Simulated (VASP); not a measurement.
A run of VASP 6.6.1 is set up as follows.

Contents of INCAR:

```
SYSTEM = SiGe
  ALGO = Normal
  EDIFF = 1E-6
  ENCUT = 520
  ISIF = 2
  ISMEAR = 0
  LASPH = .True.
  LCHARG = .True.
  LELF = .True.
  LREAL = .False.
  LVHAR = .True.
  LWAVE = .False.
  NBANDS = 26
  NELM = 60
  PREC = Accurate
  SIGMA = 0.03
```

Contents of KPOINTS:

```
k-points
0
Gamma
  12 12 6
  0 0 0
```

The input POSCAR:

```
SiGe
1.0
    3.9371113814      0.0000000000      0.0000000000
   -1.9685556907      3.4096384739      0.0000000000
    0.0000000000      0.0000000000      6.5064941378
Si Ge
2 2
Direct
    0.6666666667      0.3333333333      0.8745031008
    0.3333333333      0.6666666667      0.3745031008
    0.6666666667      0.3333333333      0.5004958992
    0.3333333333      0.6666666667      0.0004958992
```

Potentials or basis: VASP PAW LDA potentials, release 64 (Si, Ge_d).

Command:

```sh
$ cat potpaw_LDA.64/Si/POTCAR potpaw_LDA.64/Ge_d/POTCAR > POTCAR
$ mpirun -np 1 vasp_std > vasp.out
```

Task: Estimate the pressure.

Result: -3.8 GPa.

Task: Estimate the largest force.

Result: 0.019 eV/Å.

Forces on the atoms (eV/Å):
```
Si   0.000  0.000  0.019
Si   0.000  0.000  0.019
Ge   0.000  0.000 -0.019
Ge   0.000  0.000 -0.019
```

Caveat: the cell stands under tension.
